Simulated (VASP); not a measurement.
Runs of VASP 6.6.1 on Zn. The structure is that of space group P6_3/mmc (No. 194), or close to it. The cells are those of the table. 

```csv
cell,gap on the mesh (eV),pressure (GPa)
"a = 2.722, b = 2.722, c = 5.063 Å, angles 90.0, 90.0, 120.0°, 2 atoms",none,-4.0
"a = 2.670, b = 2.670, c = 4.966 Å, angles 90.0, 90.0, 120.0°, 2 atoms",none,-0.6
"a = 2.688, b = 2.688, c = 4.999 Å, angles 90.0, 90.0, 120.0°, 2 atoms",none,-1.9
"a = 2.652, b = 2.652, c = 4.933 Å, angles 90.0, 90.0, 120.0°, 2 atoms",none,0.9
"a = 2.634, b = 2.634, c = 4.899 Å, angles 90.0, 90.0, 120.0°, 2 atoms",none,(b)
"a = 2.705, b = 2.705, c = 5.031 Å, angles 90.0, 90.0, 120.0°, 2 atoms",none,(a)
"a = 2.615, b = 2.615, c = 4.865 Å, angles 90.0, 90.0, 120.0°, 2 atoms",none,4.6
```

Alike in all rows: task single point; level PBE; potentials or basis VASP PAW PBE potentials, release 64 (Zn); no spin polarisation; k mesh 14 × 14 × 7; cutoff (eV) 520; smearing methfessel-paxton 0.05 eV.

**Question.** Estimate the missing entries.

**Answer.** (a) -3.0; (b) 2.6.

A gap of «none» marks levels without a gap at the run's occupations.
